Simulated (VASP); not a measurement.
Set up this calculation in VASP 6.6.1, as the native input.

| Quantity | Value |
| --- | --- |
| Task | single point |
| Functional | PBE |
| Potentials or basis | VASP PAW PBE potentials, release 64 (Nb_sv, Si) |
| Cutoff | 520 eV |
| k mesh | 12 × 12 × 12 |
| Occupations | gaussian, width 0.1 eV |
| Spin | no spin polarisation |
| Dipole correction | no |
| Further INCAR settings | ALGO = Normal; EDIFF = 1e-07; NBANDS = 20 |

The structure of NbSi3 lies in POSCAR:

```
NbSi3
1.0
    3.8860628491      0.0000000000      0.0000000000
    0.0000000000      3.8860628491      0.0000000000
    0.0000000000      0.0000000000      3.8860628491
Nb Si
1 3
Direct
    0.0000000000      0.0000000000      0.0000000000
    0.0000000000      0.5000000000      0.5000000000
    0.5000000000      0.0000000000      0.5000000000
    0.5000000000      0.5000000000      0.0000000000
```

The input as run:

INCAR

```
ALGO = Normal
EDIFF = 1E-7
ENCUT = 520
GGA = PE
ISIF = 2
ISMEAR = 0
LASPH = True
LCHARG = False
LREAL = False
LWAVE = False
NBANDS = 20
NELM = 60
PREC = Accurate
SIGMA = 0.1
```

KPOINTS

```
k-points
0
Gamma
  12 12 12
```

Potentials or basis: VASP PAW PBE potentials, release 64 (Nb_sv, Si).

Run with:

```sh
$ cat potpaw_PBE.64/Nb_sv/POTCAR potpaw_PBE.64/Si/POTCAR > POTCAR
$ mpirun -np 1 vasp_std > vasp.out
```

It gave:

```
Pressure               : -0.2 GPa
Band gap on the k mesh : zero (an odd number of electrons rules out a gap without spin polarisation)
```

Wall time 39 s on 1 thread of Intel(R) Xeon(R) 6975P-C (Granite Rapids), with other jobs on the host, peak memory 0.22 GiB.
